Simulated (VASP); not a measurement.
Wanted: the native input for a VASP 6.6.1 run.

```yaml
Task: single point
Functional: PBE
Potentials_or_basis: VASP PAW PBE potentials, release 64 (K_sv, F)
Cutoff: 520 eV
k_mesh: 8 × 8 × 8
Occupations: fermi-dirac, width 0.02 eV
Spin: no spin polarisation
Dipole_correction: no
Further_INCAR_settings: ALGO = Normal; EDIFF = 1e-06; NBANDS = 15
```

The structure of KF lies in POSCAR:

```
KF
1.0
    0.0000000000      2.7169259199      2.6589605792
    2.7169259199      0.0000000000      2.6589605792
    2.7169259199      2.7169259199      0.0000000000
K F
1 1
Direct
    0.0000000000      0.0000000000      0.0000000000
    0.5000000000      0.5000000000      0.5000000000
```

This cell differs from its parent crystal: biaxial xy strain +2.2%.

One way to write it, as run:

INCAR

```
ALGO     = Normal         # electronic algorithm
EDIFF    = 1E-6           # SCF threshold, eV
ENCUT    = 520            # plane-wave cutoff, eV
GGA      = PE             # functional
ISIF     = 2              # what is computed and relaxed
ISMEAR   = -1             # smearing method
LASPH    = True           # aspherical terms in the spheres
LCHARG   = False          # write CHGCAR
LREAL    = False          # projectors in reciprocal space
LWAVE    = False          # write WAVECAR
NBANDS   = 15             # bands
NELM     = 80             # most SCF steps
PREC     = Accurate       # precision mode
SIGMA    = 0.02           # smearing width, eV
```

KPOINTS

```
k-points
0
Gamma
  8 8 8
```

Potentials or basis: VASP PAW PBE potentials, release 64 (K_sv, F).

Launch:

```sh
$ cat potpaw_PBE.64/K_sv/POTCAR potpaw_PBE.64/F/POTCAR > POTCAR
$ mpirun -np 1 vasp_std > vasp.out
```

It gave:

The pressure is 0.5 GPa. The band gap on the k mesh is 6.00 eV.

Caveat: the cell differs from its parent crystal (biaxial xy strain +2.2%).

It took 22 s on 1 thread of AMD EPYC 7R13 Processor (Zen 3), with other jobs on the host, peak memory 0.15 GiB.
